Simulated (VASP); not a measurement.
A run of VASP 6.6.1:

The input INCAR:

```
PREC     = Accurate       # precision mode
ENCUT    = 600            # plane-wave cutoff, eV
EDIFF    = 1E-6           # SCF threshold, eV
ISMEAR   = 0              # smearing method
SIGMA    = 0.05           # smearing width, eV
LREAL    = F              # projectors in reciprocal space
LASPH    = T              # aspherical terms in the spheres
NELM     = 120            # most SCF steps
ALGO     = Normal         # electronic algorithm
ISIF     = 2              # what is computed and relaxed
LWAVE    = F              # write WAVECAR
LCHARG   = T              # write CHGCAR
GGA      = PE             # functional
LELF     = T              # ELF
LVHAR    = T            
NBANDS   = 16             # bands
GGA_COMPAT= F
```

The input KPOINTS:

```
regular mesh
0
Gamma
  10 10 10
```

The input POSCAR:

```
Mg2Sn
1.0
    0.0000000000      3.4529001003      3.4529001003
    3.4529001003      0.0000000000      3.4529001003
    3.4529001003      3.4529001003      0.0000000000
Mg Sn
2 1
Direct
    0.2500000000      0.2500000000      0.2500000000
    0.7500000000      0.7500000000      0.7500000000
    0.0000000000      0.0000000000      0.0000000000
```

Potentials or basis: VASP PAW PBE potentials, release 64 (Mg, Sn_d).

The run is started by

```sh
$ cat potpaw_PBE.64/Mg/POTCAR potpaw_PBE.64/Sn_d/POTCAR > POTCAR
$ mpirun -np 1 vasp_std > vasp.out
```

Hardware: 1 thread of Intel Xeon 8259CL (shared host).

Estimate the wall time of this run.

It took 97 s on 1 thread of Intel Xeon 8259CL (shared host), peak memory 0.28 GiB. Counts: scf iterations 12, k points 47.
